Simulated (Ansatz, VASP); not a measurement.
# Two plane-wave programs on AlN

```
Al N
1.0
     3.24200    0.00000    0.00000
    -1.62100    2.80765    0.00000
     0.00000    0.00000    4.09860
Al N
2 2
Cartesian
  0.0000 1.8718 3.0739
  1.6210 0.9359 1.0247
  0.0000 1.8718 1.0247
  1.6210 0.9359 3.0739
```

Alike in both runs: task single point; functional PBEsol; k mesh 9 × 9 × 6; occupations gaussian, width 0.05 eV; no spin polarisation.

|  | VASP | Ansatz |
| --- | --- | --- |
| version | VASP 6.6.1 | Ansatz 0.2.0 |
| potentials or method | VASP PAW PBE potentials, release 64 (Al, N), cutoff 520 eV | scalar-relativistic, plane waves, PAW |
| valence electrons in the cell | 16 | 16 |

Ansatz gave:

```
gap on the k mesh at the Fermi level (eV)                     : 3.65
least direct gap on the mesh (eV)                             : 3.65
pressure (GPa)                                                : 11.2
traceless stress, the component that is largest in VASP (GPa) : -2.64
```

Question: Estimate VASP's values.

Answer: gap on the k mesh at the Fermi level (eV): 3.66; least direct gap on the mesh (eV): 3.66; pressure (GPa): 11.3; traceless stress, the component that is largest in VASP (GPa): -2.67.

VASP's potentials were made for PBE, not for PBEsol, and Ansatz warns of the same on its side.
